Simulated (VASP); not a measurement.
CoSi: relaxation of the atoms with PBEsol

The system is CoSi.

```
Co Si
1.0
     4.47184    0.00000    0.00000
     0.00000    4.47184    0.00000
     0.00000    0.00000    4.47184
Co Si
4 4
Direct
  0.14449 0.14449 0.14449
  0.35551 0.85551 0.64449
  0.64449 0.35551 0.85551
  0.85551 0.64449 0.35551
  0.84292 0.84292 0.84292
  0.65708 0.15708 0.34292
  0.34292 0.65708 0.15708
  0.15708 0.34292 0.65708
```

This cell differs from its parent crystal: volume scaled by 1.06.

| Quantity | Value |
| --- | --- |
| Program | VASP 6.6.1 |
| Task | relaxation of the atoms |
| Functional | PBEsol |
| Potentials or basis | VASP PAW PBE potentials, release 64 (Co, Si) |
| Cutoff | 520 eV |
| k mesh | 8 × 8 × 8 |
| Occupations | gaussian, width 0.1 eV |
| Spin | no spin polarisation |
| Dipole correction | no |
| Further INCAR settings | ALGO = Normal; EDIFF = 1e-06; IBRION = 2; EDIFFG = -0.01; NSW = 50 |

The energy gained by relaxing is 0.2 meV/atom. The ionic steps are 4, the pressure after relaxing is -11.9 GPa and the largest force after relaxing is 0.006 eV/Å. The band gap on the k mesh is zero (band 26 reaches 11.57 eV, above the bottom of band 27 at 11.36 eV).

Forces in eV/Å, atoms in the order of the input:
```
Co  -0.003 -0.003 -0.003
Co   0.003  0.003 -0.003
Co  -0.003  0.003  0.003
Co   0.003 -0.003  0.003
Si   0.004  0.004  0.004
Si  -0.004 -0.004  0.004
Si   0.004 -0.004 -0.004
Si  -0.004  0.004 -0.004
```

The path:
```tsv
step	energy change (eV)	largest force (eV/Å)	pressure (GPa)
1	0.0000	0.0537	-12.28
2	-0.0007	0.0397	-12.23
3	-0.0012	0.0191	-12.10
4	-0.0013	0.0062	-11.90
```

Final structure:
```
Co Si
1.0
     4.47184    0.00000    0.00000
     0.00000    4.47184    0.00000
     0.00000    0.00000    4.47184
Co Si
4 4
Direct
  0.14336 0.14336 0.14336
  0.35664 0.85664 0.64336
  0.64336 0.35664 0.85664
  0.85664 0.64336 0.35664
  0.84235 0.84235 0.84235
  0.65765 0.15765 0.34235
  0.34235 0.65765 0.15765
  0.15765 0.34235 0.65765
```

Levels at points of the mesh, in eV from the Fermi level:
| k point | band 24 | band 25 | band 26 | band 27 | band 28 | band 29 |
| --- | --- | --- | --- | --- | --- | --- |
| (0.00, 0.00, 0.00) | -0.76 | -0.02 | -0.02 | -0.02 | 2.37 | 2.37 |
| (0.50, 0.00, 0.00) | -0.65 | -0.48 | -0.48 | 0.96 | 0.96 | 1.39 |
| (0.50, 0.50, 0.00) | -0.98 | -0.05 | -0.05 | 0.54 | 0.54 | 1.89 |
| (0.50, 0.50, 0.50) | -1.19 | -0.23 | -0.23 | -0.23 | -0.23 | 5.21 |

Wall time 3.7 min on 1 thread of Intel(R) Xeon(R) Platinum 8488C (Sapphire Rapids), on a shared host, peak memory 0.26 GiB.

Caveat: the PAW data sets were made with another functional, which shifts forces and pressure a little. Spin polarisation is off, so any magnetic state and its effect on volume and gap are missing.
